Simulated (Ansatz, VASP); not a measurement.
**Two plane-wave programs on KYMg6**

```
Y K Mg
1.0
     5.39871    0.00000    0.00000
     0.00000    3.48480    5.87942
     0.00000   -3.48480    5.87942
Y K Mg
1 1 6
Direct
  0.00000 0.84683 0.84683
  0.50000 0.64961 0.64961
  0.50000 0.16645 0.16645
  0.50000 0.66826 0.15344
  0.50000 0.15344 0.66826
  0.00000 0.34405 0.34405
  0.00000 0.85098 0.32037
  0.00000 0.32037 0.85098
```

Alike in both runs: task single point; functional PBE; k mesh 5 × 5 × 5; occupations fermi-dirac, width 0.05 eV; no spin polarisation.

```csv
,VASP,Ansatz
version,VASP 6.6.1,Ansatz 0.2.0
potentials or method,"VASP PAW PBE potentials, release 64 (Y_sv, K_sv, Mg)",Ansatz PAW
plane-wave cutoff (eV),520,420
valence electrons in the cell,32,80
```

```csv
,VASP,Ansatz,Ansatz less VASP
gap on the k mesh at the Fermi level (eV),none,none,-
pressure (GPa),-0.1,0.0,+0.06
"traceless stress, the component that is largest in VASP (GPa)",0.15,0.15,+0.001
rms of the force components (eV/Å),0.026,0.026,-0.0001
```

Atom by atom the forces differ by 0.001 eV/Å (rms over components). A gap of «none» marks a metal or a gap that the smearing closes. VASP's potentials hold 32 valence electrons a cell and Ansatz's 80, so a difference there can come from the potentials and not from the codes.
